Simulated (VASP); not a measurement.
# As (Cmce) in VASP: a series of runs

As is run at these levels: r2SCAN; tasks: single point.

All numbers are computed with VASP 6.6.1; they aren't measurements. Logs are shortened: lines on timing, memory, paths and dates and some standing lists are left out, and cuts for length are marked.

### 1 The cell of the first run

It takes space group Cmce (No. 64, orthorhombic). Conventional cell: a = 3.648 Å, b = 11.401 Å, c = 4.735 Å, α = 90.00°, β = 90.00°, γ = 90.00°. As (site symmetry m) has 3 As at 2.47 to 2.48 Å within 3.3 Å.

### 2 Single point, r2SCAN

File POSCAR:

```
As
1.0
    1.8241469974     -5.7006943743      0.0000000000
    1.8241469974      5.7006943743      0.0000000000
    0.0000000000      0.0000000000      4.7350200111
As
4
Direct
    0.1042544959      0.8957455041      0.9264712218
    0.6042544959      0.3957455041      0.5735287782
    0.8957455041      0.1042544959      0.0735287782
    0.3957455041      0.6042544959      0.4264712218
```

File INCAR.step1:

```
PREC = Accurate
ENCUT = 520
ISMEAR = -1
SIGMA = 0.1
LREAL = F
LASPH = T
NELM = 100
NBANDS = 18
GGA = PE
ALGO = Normal
EDIFF = 1E-4
LWAVE = T
LCHARG = F
```

File INCAR.step2:

```
PREC = Accurate
ENCUT = 520
EDIFF = 1E-6
ISMEAR = -1
SIGMA = 0.1
LREAL = F
LASPH = T
NELM = 100
ALGO = Normal
ISIF = 2
LWAVE = F
LCHARG = F
METAGGA = R2SCAN
LMIXTAU = T
NBANDS = 18
ISTART = 1
```

File KPOINTS:

```
regular mesh
0
Gamma
  9 9 7
```

Potentials or basis: VASP PAW PBE potentials, release 64 (As).

The run is started by

```sh
$ cat potpaw_PBE.64/As/POTCAR > POTCAR
$ cp INCAR.step1 INCAR
$ mpirun -np 1 vasp_std > vasp.out
$ cp INCAR.step2 INCAR
$ mpirun -np 1 vasp_std > vasp.out
```

OUTCAR:

```text
PREC = Accurate
   ENCUT = 520
   EDIFF = 1E-6
   ISMEAR = -1
   LREAL = F
   LASPH = T
   NELM = 100
   ISIF = 2
   METAGGA = R2SCAN
   ISTART = 1

 ion  position               nearest neighbor table
   1  0.104  0.896  0.926-   2 2.47   2 2.47   3 2.48
   2  0.604  0.396  0.574-   1 2.47   1 2.47   4 2.48
   3  0.896  0.104  0.074-   4 2.47   4 2.47   1 2.48
   4  0.396  0.604  0.426-   3 2.47   3 2.47   2 2.48

  LATTYP: Found a base centered orthorhombic cell.
 ALAT       =     3.6482939948
 B/A-ratio  =     3.1251288314
 C/A-ratio  =     1.2978723803

  Lattice vectors:

 A1 = (   1.8241469974,  -5.7006943743,   0.0000000000)
 A2 = (   1.8241469974,   5.7006943743,   0.0000000000)
 A3 = (   0.0000000000,   0.0000000000,   4.7350200111)

Analysis of symmetry for initial positions (statically):
=====================================================================
 Subroutine PRICEL returns:
 Original cell was already a primitive cell.

 Routine SETGRP: Setting up the symmetry group for a
 base centered orthorhombic supercell.

 Subroutine GETGRP returns: Found  8 space group operations
 (whereof  4 operations were pure point group operations)
 out of a pool of  8 trial point group operations.

The static configuration has the point symmetry C_2h.
 The point group associated with its full space group is D_2h.

Analysis of symmetry for dynamics (positions and initial velocities):
=====================================================================
 Subroutine PRICEL returns:
 Original cell was already a primitive cell.

 Routine SETGRP: Setting up the symmetry group for a
 base centered orthorhombic supercell.

 Subroutine GETGRP returns: Found  8 space group operations
 (whereof  4 operations were pure point group operations)
 out of a pool of  8 trial point group operations.

The dynamic configuration has the point symmetry C_2h.
 The point group associated with its full space group is D_2h.

 Subroutine INISYM returns: Found  8 space group operations
 (whereof  4 operations are pure point group operations),
 and found     1 'primitive' translations

----------------------------------------------------------------------------------------

                                     Primitive cell

  volume of cell :      98.4780

  direct lattice vectors                    reciprocal lattice vectors
     1.824146997 -5.700694374  0.000000000     0.274100717 -0.087708614  0.000000000
     1.824146997  5.700694374  0.000000000     0.274100717  0.087708614  0.000000000
     0.000000000  0.000000000  4.735020011     0.000000000  0.000000000  0.211192349

  length of vectors
     5.985434706  5.985434706  4.735020011     0.287791598  0.287791598  0.211192349

  position of ions in fractional coordinates (direct lattice)
     0.104254496  0.895745504  0.926471222
     0.604254496  0.395745504  0.573528778
     0.895745504  0.104254496  0.073528778
     0.395745504  0.604254496  0.426471222

  ion indices of the primitive-cell ions
   primitive index   ion index
                 1           1
                 2           2
                 3           3
                 4           4

----------------------------------------------------------------------------------------

 KPOINTS: regular mesh

Automatic generation of k-mesh.
 Grid dimensions read from file:
 generate k-points for:    9    9    7

 Generating k-lattice:

  Cartesian coordinates                     Fractional coordinates (reciprocal lattice)
     0.030455635 -0.009745402  0.000000000     0.111111111 -0.000000000  0.000000000
     0.030455635  0.009745402  0.000000000    -0.000000000  0.111111111  0.000000000
     0.000000000  0.000000000  0.030170336     0.000000000  0.000000000  0.142857143

  Length of vectors
     0.031976844  0.031976844  0.030170336

  Shift w.r.t. Gamma in fractional coordinates (k-lattice)
     0.000000000  0.000000000  0.000000000

 Subroutine IBZKPT returns following result:
 ===========================================

 Found    100 irreducible k-points:

 Following reciprocal coordinates:
            Coordinates               Weight
  0.000000  0.000000  0.000000      1.000000
  0.111111 -0.000000  0.000000      4.000000
  0.222222  0.000000  0.000000      4.000000
  0.333333  0.000000  0.000000      4.000000
  0.444444  0.000000  0.000000      4.000000
  0.111111  0.111111  0.000000      2.000000
[... 16 lines left out ...]
 -0.333333  0.333333  0.000000      2.000000
  0.444444  0.444444  0.000000      2.000000
 [... further k-points ...]
   k-points           NKPTS =    100   k-points in BZ     NKDIM =    100   number of bands    NBANDS=     18
   number of dos      NEDOS =    301   number of ions     NIONS =      4
   total plane-waves  NPLWV =  82944
   dimension x,y,z NGX =    48 NGY =   48 NGZ =   36
   dimension x,y,z NGXF=    96 NGYF=   96 NGZF=   72
   ions per type =               4
   NGX,Y,Z   is equivalent  to a cutoff of  13.33, 13.33, 12.64 a.u.
   NGXF,Y,Z  is equivalent  to a cutoff of  26.66, 26.66, 25.28 a.u.
 SYSTEM =  unknown system
   PREC   = accura    normal or accurate (medium, high low for compatibility)
   ISTART =      1    job   : 0-new  1-cont  2-samecut
   ICHARG =      0    charge: 1-file 2-atom 10-const
   ISPIN  =      1    spin polarized calculation?
   LNONCOLLINEAR =      F non collinear calculations
   LSORBIT =      F    spin-orbit coupling
   LASPH  =      T    aspherical Exc in radial PAW
   ENCUT  =  520.0 eV  38.22 Ry    6.18 a.u.  11.13 11.13  8.80*2*pi/ulx,y,z
   NELM   =    100;   NELMIN=  2; NELMDL=  0     # of ELM steps
   EDIFF  = 0.1E-05   stopping-criterion for ELM
   LREAL  =      F    real-space projection
   EDIFFG = 0.1E-04   stopping-criterion for IOM
   NSW    =      0    number of steps for IOM
   IBRION =     -1    ionic relax: 0-MD 1-quasi-New 2-CG
   NFREE  =      0    steps in history (QN), initial steepest desc. (CG)
   ISIF   =      2    stress and relaxation
   ISYM   =      2    0-nonsym 1-usesym 2-fastsym
   POTIM  = 0.5000    time-step for ionic-motion
   TEBEG  =    0.0;   TEEND  =   0.0 temperature during run
   PSTRESS=    0.0 pullay stress
   NELECT =      20.0000    total number of electrons
   NUPDOWN=      -1.0000    fix difference up-down
   EMIN   =  10.00;   EMAX   =-10.00  energy-range for DOS
   EFERMI =   0.00;   METHOD = LEGACY
   ISMEAR =    -1;   SIGMA  =   0.10  broadening in eV -4-tet -1-fermi 0-gaus
   EFERMI_NEDOS =   21; number of points for ismear=-14 and -15
   IALGO  =     38    algorithm
   IMIX   =      4    mixing-type and parameters
     AMIX     =   0.40;   BMIX     =  1.00
     AMIX_MAG =   1.60;   BMIX_MAG =  1.00
  volume/ion in A,a.u.               =      24.62       166.14
  Fermi-wavevector in a.u.,A,eV,Ry     =   0.962288  1.818460 12.598968  0.925998
  Thomas-Fermi vector in A             =   2.091734
   LORBIT       =      0    0 simple, 1 ext, 2 COOP (PROOUT), +10 PAW based schemes
   METAGGA = R2SCAN    functional components
   LHFCALC =     F    Hartree Fock is set to
   AEXX    =    0.0000 exact exchange contribution
   IVDW    =     0    specifies the selected vdW correction
   LEPSILON=     F    determine dielectric tensor
   LRPA    =     F    only Hartree local field effects (RPA)
 non-spin polarized calculation
  energy-cutoff  :      520.00
  volume of cell :       98.48
 maximum number of plane-waves:      2666
 NGX is ok and might be reduce to    48
   NGX = 23   NGY = 23   NGZ = 17

 number of electron      20.0000002 magnetization

 Free energy of the ion-electron system (eV)
  ---------------------------------------------------
  ext. energy  EPLUGINS =         0.00000000
  ---------------------------------------------------
  free energy    TOTEN  =       -58.82791400 eV

  energy without entropy =      -58.82557626  energy(sigma->0) =      -58.82674513

 E-fermi :   3.9588     XC(G=0):  -9.6283

 val. band max:        3.8293527846   @ k =  -0.4444   0.4444   0.0000
 cond. band min:       4.1568223525   @ k =   0.4444   0.4444   0.0000
 fundamental gap:      0.3274695679
 Fermi energy:         3.9588028786

 k-point     1 :       0.0000    0.0000    0.0000
  band No.  band energies     occupation
      1     -11.4235      2.00000
      2      -8.8796      2.00000
      3      -6.1999      2.00000
      4      -2.5612      2.00000
      5      -2.0578      2.00000
      6      -0.2719      2.00000
[... 10 lines left out ...]
     17      11.7869      0.00000
     18      11.9825      0.00000

 k-point     2 :       0.1111   -0.0000    0.0000
  band No.  band energies     occupation
      1     -11.2914      2.00000
      2      -8.7587      2.00000
      3      -6.3156      2.00000
      4      -2.8431      2.00000
      5      -1.9233      2.00000
      6      -0.1624      2.00000
[... 10 lines left out ...]
     17      10.7326      0.00000
     18      11.6257      0.00000

 k-point     3 :       0.2222    0.0000    0.0000
  band No.  band energies     occupation
      1     -10.8997      2.00000
      2      -8.3967      2.00000
      3      -6.7248      2.00000
      4      -3.6619      2.00000
      5      -1.5350      2.00000
      6      -0.5964      2.00000
[... 10 lines left out ...]
     17      10.0895      0.00000
     18      11.4032      0.00000

 k-point     4 :       0.3333    0.0000    0.0000
  band No.  band energies     occupation
      1     -10.2652      2.00000
      2      -7.7976      2.00000
      3      -7.4803      2.00000
      4      -4.7921      2.00000
      5      -0.9624      2.00000
      6      -0.8291      2.00000
[... 375 lines left out ...]
      4      -3.1007      2.00000
      5      -1.1725      2.00000
      6      -0.4091      2.00000
[... 10 lines left out ...]
     17      10.6392      0.00000
     18      11.0800      0.00000

 k-point    23 :      -0.3333    0.3333    0.0000
  band No.  band energies     occupation
      1     -11.2779      2.00000
      2      -9.2133      2.00000
      3      -6.1166      2.00000
      4      -2.8932      2.00000
      5      -1.4522      2.00000
      6      -0.3855      2.00000
[... 10 lines left out ...]
     17      10.2030      0.00000
     18      11.7443      0.00000

 k-point    24 :       0.4444    0.4444    0.0000
  band No.  band energies     occupation
      1     -11.0952      2.00000
      2      -9.1933      2.00000
      3      -6.2327      2.00000
      4      -3.1346      2.00000
      5      -0.9198      2.00000
      6      -0.6392      2.00000
[... 10 lines left out ...]
     17      11.1176      0.00000
     18      11.2133      0.00000

 [... further k-points ...]

------------------------ aborting loop because EDIFF is reached ----------------------------------------

  FORCE on cell =-STRESS in cart. coord.  units (eV):
  Direction    XX          YY          ZZ          XY          YZ          ZX
  --------------------------------------------------------------------------------------
  -------------------------------------------------------------------------------------
  Total        0.0493778      0.1179593      0.0956715      0.0000000      0.0000000      0.0000000
  in kB        0.8033457      1.9191262      1.5565170      0.0000000      0.0000000      0.0000000
  external PRESSURE =       1.4263297 kB  Pullay stress =       0.0000000 kB

 VOLUME and BASIS-vectors are now :
 -----------------------------------------------------------------------------
  energy-cutoff  :      520.00
  volume of cell :       98.48
      direct lattice vectors                 reciprocal lattice vectors
     1.824146997 -5.700694374  0.000000000     0.274100717 -0.087708614  0.000000000
     1.824146997  5.700694374  0.000000000     0.274100717  0.087708614  0.000000000
     0.000000000  0.000000000  4.735020011     0.000000000  0.000000000  0.211192349

 POSITION                                       TOTAL-FORCE (eV/Angst)
 -----------------------------------------------------------------------------------
      1.82415      4.51205      4.38686         0.000000     -0.030005      0.022988
      1.82415     -1.18865      2.71567         0.000000     -0.030005     -0.022988
      1.82415     -4.51205      0.34816         0.000000      0.030005     -0.022988
      1.82415      1.18865      2.01935         0.000000      0.030005      0.022988
 -----------------------------------------------------------------------------------
    total drift:                                0.000000      0.000000     -0.000000

  FREE ENERGIE OF THE ION-ELECTRON SYSTEM (eV)
  ---------------------------------------------------
  free  energy   TOTEN  =       -58.8279139995 eV

  energy  without entropy=      -58.8255762621  energy(sigma->0) =      -58.82674513
```

It took 4.8 min on 1 thread of Intel Xeon 6975P-C (Granite Rapids), shared host; peak memory 0.38 GiB.

Results:

```
Free energy            : -58.8279 eV
Pressure               : 0.1 GPa
Largest force          : 0.038 eV/Å
Band gap on the k mesh : 0.33 eV, indirect (least direct gap 0.34 eV)
```

Forces on the atoms (eV/Å):
```
As   0.000 -0.030  0.023
As   0.000 -0.030 -0.023
As   0.000  0.030 -0.023
As   0.000  0.030  0.023
```

Caveat: the PAW data sets were made with another functional, which shifts forces and pressure a little.

### 3 Single point, r2SCAN (volume scaled by 0.88)

File POSCAR:

```
As
1.0
    1.7480508291     -5.4628840448      0.0000000000
    1.7480508291      5.4628840448      0.0000000000
    0.0000000000      0.0000000000      4.5374937809
As
4
Direct
    0.1042544959      0.8957455041      0.9264712218
    0.6042544959      0.3957455041      0.5735287782
    0.8957455041      0.1042544959      0.0735287782
    0.3957455041      0.6042544959      0.4264712218
```

File INCAR.step1:

```
ALGO = Normal
EDIFF = 1E-4
ENCUT = 520
GGA = PE
ISMEAR = -1
LASPH = T
LCHARG = F
LREAL = F
LWAVE = T
NBANDS = 18
NELM = 60
PREC = Accurate
SIGMA = 0.1
```

File INCAR.step2:

```
ALGO = Normal
EDIFF = 1E-6
ENCUT = 520
ISIF = 2
ISMEAR = -1
ISTART = 1
LASPH = T
LCHARG = F
LMIXTAU = T
LREAL = F
LWAVE = F
METAGGA = R2SCAN
NBANDS = 18
NELM = 60
PREC = Accurate
SIGMA = 0.1
```

File KPOINTS:

```
k-points
0
Gamma
  10 10 8
```

Potentials or basis: VASP PAW PBE potentials, release 64 (As).

The run is started by

```sh
$ cat potpaw_PBE.64/As/POTCAR > POTCAR
$ cp INCAR.step1 INCAR
$ mpirun -np 1 vasp_std > vasp.out
$ cp INCAR.step2 INCAR
$ mpirun -np 1 vasp_std > vasp.out
```

Run time: 7.4 min. Hardware: 1 thread of Intel Xeon 6975P-C (Granite Rapids), shared host; peak memory 0.41 GiB.

It converged, with:

```
Free energy            : -58.4606 eV
Pressure               : 10.9 GPa
Largest force          : 1.275 eV/Å
Band gap on the k mesh : 0.16 eV, indirect (least direct gap 0.20 eV)
```

Forces in eV/Å, atoms in the order of the input:
```
As   0.000 -0.983  0.811
As   0.000 -0.983 -0.811
As   0.000  0.983 -0.811
As   0.000  0.983  0.811
```

Stress tensor (GPa, compression positive):
```
12.14  0.00  0.00
 0.00 10.22  0.00
 0.00  0.00 10.48
```

Levels at points of the mesh, in eV from the valence-band top:
```tsv
k point	band 6	band 7	band 8	band 9	band 10	band 11	band 12	band 13	band 14	band 15
(0.00, 0.00, 0.00)	-4.94	-3.82	-2.78	-2.24	-1.36	1.35	1.79	2.39	3.37	5.56
(0.50, 0.00, 0.00)	-5.05	-3.33	-3.33	-2.81	-2.81	1.00	1.00	1.36	1.36	3.61
(0.50, 0.50, 0.00)	-5.54	-4.06	-1.83	-1.80	-0.05	0.16	1.55	2.49	3.09	5.58
(0.00, 0.00, 0.50)	-4.86	-2.79	-2.79	-1.15	-1.15	1.40	1.40	2.76	2.76	5.36
(0.50, 0.00, 0.50)	-5.93	-5.49	-5.49	-2.12	-2.12	2.12	2.12	4.46	4.46	6.49
(0.50, 0.50, 0.50)	-2.86	-2.56	-2.56	-1.60	-1.60	1.63	1.63	2.40	2.40	3.21
```

Caveat: the PAW data sets were made with another functional, which shifts forces and pressure a little.

### 4 Single point, r2SCAN (volume scaled by 0.92)

File POSCAR:

```
As
1.0
    1.7741449870     -5.5444316501      0.0000000000
    1.7741449870      5.5444316501      0.0000000000
    0.0000000000      0.0000000000      4.6052275547
As
4
Direct
    0.1042544959      0.8957455041      0.9264712218
    0.6042544959      0.3957455041      0.5735287782
    0.8957455041      0.1042544959      0.0735287782
    0.3957455041      0.6042544959      0.4264712218
```

File INCAR.step1:

```
SYSTEM = As
PREC = Accurate
ENCUT = 520
ISMEAR = -1
SIGMA = 0.1
LREAL = .False.
LASPH = .True.
NELM = 80
NBANDS = 18
GGA = PE
ALGO = Normal
EDIFF = 1E-4
LWAVE = .True.
LCHARG = .False.
```

File INCAR.step2:

```
SYSTEM = As
PREC = Accurate
ENCUT = 520
EDIFF = 1E-6
ISMEAR = -1
SIGMA = 0.1
LREAL = .False.
LASPH = .True.
NELM = 80
ALGO = Normal
ISIF = 2
LWAVE = .False.
LCHARG = .False.
METAGGA = R2SCAN
LMIXTAU = .True.
NBANDS = 18
ISTART = 1
```

File KPOINTS:

```
regular mesh
0
Gamma
  10 10 8
  0 0 0
```

The run is started by

```sh
$ cat potpaw_PBE.64/As/POTCAR > POTCAR
$ cp INCAR.step1 INCAR
$ mpirun -np 1 vasp_std > vasp.out
$ cp INCAR.step2 INCAR
$ mpirun -np 1 vasp_std > vasp.out
```

Wall time 7.4 min (1 thread of Intel Xeon 6975P-C (Granite Rapids), shared host); peak memory 0.42 GiB.

Results (log left out):

```yaml
Free_energy: -58.6738 eV
Pressure: 6.5 GPa
Largest_force: 0.799 eV/Å
Band_gap_on_the_k_mesh: 0.05 eV, direct
```

Forces on the atoms (eV/Å):
```
As   0.000 -0.615  0.510
As   0.000 -0.615 -0.510
As   0.000  0.615 -0.510
As   0.000  0.615  0.510
```

Stress tensor (GPa, compression positive):
```
7.21 0.00 0.00
0.00 6.13 0.00
0.00 0.00 6.30
```

Levels at points of the mesh, in eV from the valence-band top:
| k point | band 6 | band 7 | band 8 | band 9 | band 10 | band 11 | band 12 | band 13 | band 14 | band 15 |
| --- | --- | --- | --- | --- | --- | --- | --- | --- | --- | --- |
| (0.00, 0.00, 0.00) | -4.69 | -3.66 | -2.63 | -2.17 | -1.31 | 1.37 | 1.81 | 2.33 | 3.24 | 5.31 |
| (0.50, 0.00, 0.00) | -4.84 | -3.21 | -3.21 | -2.71 | -2.71 | 0.99 | 0.99 | 1.40 | 1.40 | 3.50 |
| (0.50, 0.50, 0.00) | -5.25 | -3.89 | -1.78 | -1.71 | 0.00 | 0.05 | 1.64 | 2.35 | 2.98 | 5.35 |
| (0.00, 0.00, 0.50) | -4.64 | -2.68 | -2.68 | -1.14 | -1.14 | 1.27 | 1.27 | 2.70 | 2.70 | 5.13 |
| (0.50, 0.00, 0.50) | -5.71 | -5.24 | -5.24 | -2.05 | -2.05 | 2.12 | 2.12 | 4.30 | 4.30 | 6.28 |
| (0.50, 0.50, 0.50) | -2.75 | -2.51 | -2.51 | -1.58 | -1.58 | 1.58 | 1.58 | 2.26 | 2.26 | 3.11 |

Caveat: the PAW data sets were made with another functional, which shifts forces and pressure a little.

### 5 Summary

| cell | k mesh | gap on the mesh (eV) | pressure (GPa) | largest force (eV/Å) |
| --- | --- | --- | --- | --- |
| a = 5.985, b = 5.985, c = 4.735 Å, angles 90.0, 90.0, 144.5°, 4 atoms | 9 × 9 × 7 | 0.33 | 0.1 | 0.04 |
| a = 5.736, b = 5.736, c = 4.537 Å, angles 90.0, 90.0, 144.5°, 4 atoms | 10 × 10 × 8 | 0.16 | 10.9 | 1.27 |
| a = 5.821, b = 5.821, c = 4.605 Å, angles 90.0, 90.0, 144.5°, 4 atoms | 10 × 10 × 8 | 0.05 | 6.5 | 0.80 |

Alike in all rows: task single point; level r2SCAN; potentials or basis VASP PAW PBE potentials, release 64 (As); no spin polarisation; cutoff (eV) 520; smearing fermi-dirac 0.1 eV.

Caveats: the PAW data sets were made with another functional, which shifts forces and pressure a little.

Total energies depend on the potentials used, so only differences within one code and one set of settings carry meaning.
